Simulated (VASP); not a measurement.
Runs of VASP 6.6.1 on Ga2H3. The structure is that of space group Pm-3m (No. 221), or close to it. The cells are those of the table. 

```tsv
task	cell	k mesh	cutoff (eV)	k mesh for the DOS	occupations for the DOS	gap on the mesh (eV)	pressure (GPa)
single point	a = 3.661 Å, 5 atoms	6 × 6 × 6	520	-	-	none	8.1
single point	a = 3.824 Å, 5 atoms	6 × 6 × 6	520	-	-	none	-0.2
single point	a = 3.807 Å, 5 atoms	10 × 10 × 10	520	-	-	none	(a)
relaxation of cell and atoms	relaxed from a = 3.661 Å, 5 atoms	6 × 6 × 6	600	-	-	-	0.1
```

Alike in all rows: level PBE; potentials or basis VASP PAW PBE potentials, release 64 (Ga_d, H); no spin polarisation; smearing gaussian 0.1 eV.

Estimate the missing entries.

(a) 0.0.

Caveats: the bands computed are all filled at some k points, so no gap is given (some runs).

A k mesh can miss the band edges, and the runs leave out spin-orbit coupling on Ga.

A gap of «none» marks levels without a gap at the run's occupations.
